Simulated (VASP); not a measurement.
# Au in VASP: relaxation of the atoms with LDA

Aim: the relaxation of the atoms of Au with LDA.

All numbers are computed with VASP 6.6.1; they aren't measurements. Logs are shortened: lines on timing, memory, paths and dates and some standing lists are left out, and cuts for length are marked.

## Step 1: The cell of the first run

The cell holds a slab with vacuum, 5 atoms: a = 2.863 Å, b = 2.863 Å, c = 24.097 Å, α = 90.00°, β = 90.00°, γ = 90.00°.

## Step 2: Relaxation of the atoms, LDA

INCAR

```
ALGO     = Normal         # electronic algorithm
DIPOL    = 0.5 0.5 0.500
EDIFF    = 1E-7           # SCF threshold, eV
EDIFFG   = -0.01          # ionic threshold
ENCUT    = 520            # plane-wave cutoff, eV
GGA      = CA             # functional
IBRION   = 2              # ionic algorithm
IDIPOL   = 3            
ISIF     = 2              # what is computed and relaxed
ISMEAR   = -1             # smearing method
KPAR     = 4            
LASPH    = T              # aspherical terms in the spheres
LCHARG   = F              # write CHGCAR
LDIPOL   = T            
LREAL    = F              # projectors in reciprocal space
LWAVE    = F              # write WAVECAR
NELM     = 100            # most SCF steps
NSW      = 60             # ionic steps
PREC     = Accurate       # precision mode
SIGMA    = 0.05           # smearing width, eV
```

KPOINTS

```
k-points
0
Gamma
  11 11 1
```

POSCAR

```
Au
1.0
    2.8626073067      0.0000000000      0.0000000000
    0.0000000000      2.8626073067      0.0000000000
    0.0000000000      0.0000000000     24.0967000000
Au
5
Direct
    0.0000000000      0.0000000000      0.3319961624
    0.5000000000      0.5000000000      0.4159980810
    0.0000000000      0.0000000000      0.5000000000
    0.5000000000      0.5000000000      0.5840019190
    0.0000000000      0.0000000000      0.6680038376
```

Potentials or basis: VASP PAW LDA potentials, release 64 (Au).

Command:

```sh
$ cat potpaw_LDA.64/Au/POTCAR > POTCAR
$ mpirun -np 4 vasp_std > vasp.out
```

OUTCAR:

```text
EDIFF = 1E-7
   EDIFFG = -0.01
   ENCUT = 520
   GGA = CA
   IBRION = 2
   ISIF = 2
   ISMEAR = -1
   LASPH = T
   LREAL = F
   NELM = 100
   NSW = 60
   PREC = Accurate

 ion  position               nearest neighbor table
   1  0.000  0.000  0.332-   2 2.86   2 2.86   2 2.86   2 2.86
   2  0.500  0.500  0.416-   1 2.86   1 2.86   1 2.86   1 2.86   3 2.86   3 2.86   3 2.86   3 2.86

   3  0.000  0.000  0.500-   2 2.86   4 2.86   2 2.86   4 2.86   2 2.86   4 2.86   2 2.86   4 2.86

   4  0.500  0.500  0.584-   5 2.86   5 2.86   5 2.86   5 2.86   3 2.86   3 2.86   3 2.86   3 2.86

   5  0.000  0.000  0.668-   4 2.86   4 2.86   4 2.86   4 2.86

  LATTYP: Found a simple tetragonal cell.
 ALAT       =     2.8626073067
 C/A-ratio  =     8.4177455789

  Lattice vectors:

 A1 = (   2.8626073067,   0.0000000000,   0.0000000000)
 A2 = (   0.0000000000,   2.8626073067,   0.0000000000)
 A3 = (   0.0000000000,   0.0000000000,  24.0967000000)

Analysis of symmetry for initial positions (statically):
=====================================================================
 Subroutine PRICEL returns:
 Original cell was already a primitive cell.

 Routine SETGRP: Setting up the symmetry group for a
 simple tetragonal supercell.

 Subroutine GETGRP returns: Found 16 space group operations
 (whereof 16 operations were pure point group operations)
 out of a pool of 16 trial point group operations.

The static configuration has the point symmetry D_4h.

Analysis of symmetry for dynamics (positions and initial velocities):
=====================================================================
 Subroutine PRICEL returns:
 Original cell was already a primitive cell.

 Routine SETGRP: Setting up the symmetry group for a
 simple tetragonal supercell.

 Subroutine GETGRP returns: Found 16 space group operations
 (whereof 16 operations were pure point group operations)
 out of a pool of 16 trial point group operations.

The dynamic configuration has the point symmetry D_4h.

 Subroutine INISYM returns: Found 16 space group operations
 (whereof 16 operations are pure point group operations),
 and found     1 'primitive' translations

----------------------------------------------------------------------------------------

                                     Primitive cell

  volume of cell :     197.4609

  direct lattice vectors                    reciprocal lattice vectors
     2.862607307  0.000000000  0.000000000     0.349331883  0.000000000  0.000000000
     0.000000000  2.862607307  0.000000000     0.000000000  0.349331883  0.000000000
     0.000000000  0.000000000 24.096700000     0.000000000  0.000000000  0.041499458

  length of vectors
     2.862607307  2.862607307 24.096700000     0.349331883  0.349331883  0.041499458

  position of ions in fractional coordinates (direct lattice)
     0.000000000  0.000000000  0.331996162
     0.500000000  0.500000000  0.415998081
     0.000000000  0.000000000  0.500000000
     0.500000000  0.500000000  0.584001919
     0.000000000  0.000000000  0.668003838

  ion indices of the primitive-cell ions
   primitive index   ion index
                 1           1
                 2           2
                 3           3
                 4           4
                 5           5

----------------------------------------------------------------------------------------

 KPOINTS: k-points

Automatic generation of k-mesh.
 Grid dimensions read from file:
 generate k-points for:   11   11    1

 Generating k-lattice:

  Cartesian coordinates                     Fractional coordinates (reciprocal lattice)
     0.031757444  0.000000000  0.000000000     0.090909091  0.000000000  0.000000000
     0.000000000  0.031757444  0.000000000     0.000000000  0.090909091  0.000000000
     0.000000000  0.000000000  0.041499458     0.000000000  0.000000000  1.000000000

  Length of vectors
     0.031757444  0.031757444  0.041499458

  Shift w.r.t. Gamma in fractional coordinates (k-lattice)
     0.000000000  0.000000000  0.000000000

 Subroutine IBZKPT returns following result:
 ===========================================

 Found     21 irreducible k-points:

 Following reciprocal coordinates:
            Coordinates               Weight
  0.000000  0.000000  0.000000      1.000000
  0.090909  0.000000  0.000000      4.000000
  0.181818  0.000000  0.000000      4.000000
  0.272727  0.000000  0.000000      4.000000
  0.363636  0.000000  0.000000      4.000000
  0.454545  0.000000  0.000000      4.000000
[... 13 lines left out ...]
  0.454545  0.363636  0.000000      8.000000
  0.454545  0.454545  0.000000      4.000000
   k-points           NKPTS =     21   k-points in BZ     NKDIM =     21   number of bands    NBANDS=     33
   number of dos      NEDOS =    301   number of ions     NIONS =      5
   total plane-waves  NPLWV = 103680
   dimension x,y,z NGX =    24 NGY =   24 NGZ =  180
   dimension x,y,z NGXF=    48 NGYF=   48 NGZF=  360
   ions per type =               5
   NGX,Y,Z   is equivalent  to a cutoff of  13.94, 13.94, 12.42 a.u.
   NGXF,Y,Z  is equivalent  to a cutoff of  27.88, 27.88, 24.84 a.u.
 SYSTEM =  unknown system
   PREC   = accura    normal or accurate (medium, high low for compatibility)
   ISTART =      0    job   : 0-new  1-cont  2-samecut
   ICHARG =      2    charge: 1-file 2-atom 10-const
   ISPIN  =      1    spin polarized calculation?
   LNONCOLLINEAR =      F non collinear calculations
   LSORBIT =      F    spin-orbit coupling
   LASPH  =      T    aspherical Exc in radial PAW
   ENCUT  =  520.0 eV  38.22 Ry    6.18 a.u.   5.32  5.32 44.80*2*pi/ulx,y,z
   NELM   =    100;   NELMIN=  2; NELMDL= -5     # of ELM steps
   EDIFF  = 0.1E-06   stopping-criterion for ELM
   LREAL  =      F    real-space projection
   EDIFFG = -.1E-01   stopping-criterion for IOM
   NSW    =     60    number of steps for IOM
   IBRION =      2    ionic relax: 0-MD 1-quasi-New 2-CG
   NFREE  =      1    steps in history (QN), initial steepest desc. (CG)
   ISIF   =      2    stress and relaxation
   ISYM   =      2    0-nonsym 1-usesym 2-fastsym
   POTIM  = 0.5000    time-step for ionic-motion
   TEBEG  =    0.0;   TEEND  =   0.0 temperature during run
   PSTRESS=    0.0 pullay stress
   NELECT =      55.0000    total number of electrons
   NUPDOWN=      -1.0000    fix difference up-down
   EMIN   =  10.00;   EMAX   =-10.00  energy-range for DOS
   EFERMI =   0.00;   METHOD = LEGACY
   ISMEAR =    -1;   SIGMA  =   0.05  broadening in eV -4-tet -1-fermi 0-gaus
   EFERMI_NEDOS =   21; number of points for ismear=-14 and -15
   IALGO  =     38    algorithm
   IMIX   =      4    mixing-type and parameters
     AMIX     =   0.40;   BMIX     =  1.00
     AMIX_MAG =   1.60;   BMIX_MAG =  1.00
  volume/ion in A,a.u.               =      39.49       266.51
  Fermi-wavevector in a.u.,A,eV,Ry     =   1.069142  2.020385 15.552336  1.143064
  Thomas-Fermi vector in A             =   2.204812
   LORBIT       =      0    0 simple, 1 ext, 2 COOP (PROOUT), +10 PAW based schemes
   GGA     = CA    functional components
   LHFCALC =     F    Hartree Fock is set to
   AEXX    =    0.0000 exact exchange contribution
   IVDW    =     0    specifies the selected vdW correction
   LEPSILON=     F    determine dielectric tensor
   LRPA    =     F    only Hartree local field effects (RPA)
 conjugate gradient relaxation of ions
 non-spin polarized calculation
  energy-cutoff  :      520.00
  volume of cell :      197.46
 maximum number of plane-waves:      5364
 NGX is ok and might be reduce to    24
   NGX = 11   NGY = 11   NGZ = 89

--------------------------------------- Ionic step        1  -------------------------------------------

 number of electron      55.0000008 magnetization

 Free energy of the ion-electron system (eV)
  ---------------------------------------------------
  ext. energy  EPLUGINS =         0.00000000
  ---------------------------------------------------
  free energy    TOTEN  =       -20.84974320 eV

  energy without entropy =      -20.83793255  energy(sigma->0) =      -20.84383787

------------------------ aborting loop because EDIFF is reached ----------------------------------------

  FORCE on cell =-STRESS in cart. coord.  units (eV):
  Direction    XX          YY          ZZ          XY          YZ          ZX
  --------------------------------------------------------------------------------------
  -------------------------------------------------------------------------------------
  Total       -3.3208661     -3.3208661     -0.6410023      0.0000000     -0.0000000      0.0000000
  in kB      -26.9451634    -26.9451634     -5.2010262      0.0000000     -0.0000000      0.0000000
  external PRESSURE =     -19.6971176 kB  Pullay stress =       0.0000000 kB
[... 182 lines left out ...]
--------------------------------------- Ionic step        6  -------------------------------------------

 number of electron      55.0000009 magnetization

 dipolmoment           0.000000      0.000000      0.000000 electrons x Angstroem

------------------------ aborting loop because EDIFF is reached ----------------------------------------

  FORCE on cell =-STRESS in cart. coord.  units (eV):
  Direction    XX          YY          ZZ          XY          YZ          ZX
  --------------------------------------------------------------------------------------
  -------------------------------------------------------------------------------------
  Total       -2.9505623     -2.9505623     -0.2366356      0.0000000     -0.0000000      0.0000000
  in kB      -23.9405567    -23.9405567     -1.9200368      0.0000000     -0.0000000      0.0000000
  external PRESSURE =     -16.6003834 kB  Pullay stress =       0.0000000 kB
[... 26 lines left out ...]
--------------------------------------- Ionic step        7  -------------------------------------------

 number of electron      55.0000013 magnetization

 dipolmoment           0.000000      0.000000     -0.000000 electrons x Angstroem

 Free energy of the ion-electron system (eV)
  ---------------------------------------------------
  ext. energy  EPLUGINS =         0.00000000
  ---------------------------------------------------
  free energy    TOTEN  =       -20.85388825 eV

  energy without entropy =      -20.84072947  energy(sigma->0) =      -20.84730886

 E-fermi :   0.8845     XC(G=0):  -6.2919

 val. band max:        0.8313315082   @ k =   0.1818   0.1818   0.0000
 cond. band min:       0.9473118515   @ k =   0.4545   0.1818   0.0000
 fundamental gap:      0.1159803433
 Fermi energy:         0.8844771024

 k-point     1 :       0.0000    0.0000    0.0000
  band No.  band energies     occupation
      1      -8.8760      2.00000
      2      -7.7211      2.00000
      3      -6.4512      2.00000
      4      -5.9712      2.00000
      5      -5.9385      2.00000
      6      -5.7499      2.00000
[... 745 lines left out ...]
     32       6.5302      0.00000
     33       7.1955      0.00000

------------------------ aborting loop because EDIFF is reached ----------------------------------------

 vacuum level on the upper side and lower side of the slab       (xc-potential included)        -0.147        -0.147

  FORCE on cell =-STRESS in cart. coord.  units (eV):
  Direction    XX          YY          ZZ          XY          YZ          ZX
  --------------------------------------------------------------------------------------
  -------------------------------------------------------------------------------------
  Total       -2.7355723     -2.7355723      0.0304468      0.0000000      0.0000000      0.0000000
  in kB      -22.1961507    -22.1961507      0.2470425      0.0000000      0.0000000      0.0000000
  external PRESSURE =     -14.7150863 kB  Pullay stress =       0.0000000 kB
[... 20 lines left out ...]
  FREE ENERGIE OF THE ION-ELECTRON SYSTEM (eV)
  ---------------------------------------------------
  free  energy   TOTEN  =       -20.8538882504 eV

  energy  without entropy=      -20.8407294654  energy(sigma->0) =      -20.84730886

 reached required accuracy - stopping structural energy minimisation

 vacuum level on the upper side and lower side of the slab         6.179         6.179
```

Wall time 5.1 min (4 MPI ranks of Oxide Virtual Turin-like, shared host); peak memory 0.29 GiB.

Results:

* Free energy: -20.8539 eV
* Energy gained by relaxing: 0.8 meV/atom
* Ionic steps: 7
* Largest force after relaxing: 0.009 eV/Å
* Band gap on the k mesh: zero (an odd number of electrons rules out a gap without spin polarisation)

Forces on the atoms (eV/Å):
```
Au   0.000  0.000 -0.009
Au   0.000  0.000 -0.007
Au   0.000  0.000  0.000
Au   0.000  0.000  0.007
Au   0.000  0.000  0.009
```

Step by step:
```
step  energy change (eV)  largest force (eV/Å)  pressure (GPa)
   1              0.0000                0.1394           -1.97
   2             -0.0027                0.0805           -1.87
   3             -0.0034                0.0307           -1.79
   4             -0.0034                0.0291           -1.78
   5             -0.0036                0.0255           -1.75
   6             -0.0040                0.0149           -1.66
   7             -0.0041                0.0086           -1.47
```

Final structure:
```
Au
1.0
     2.86261    0.00000    0.00000
     0.00000    2.86261    0.00000
     0.00000    0.00000   24.09670
Au
5
Direct
  0.00000 0.00000 0.33333
  0.50000 0.50000 0.41604
  0.00000 0.00000 0.50000
  0.50000 0.50000 0.58396
  0.00000 0.00000 0.66667
```

Caveat: spin-orbit coupling is left out, which moves the levels of the heavy elements.
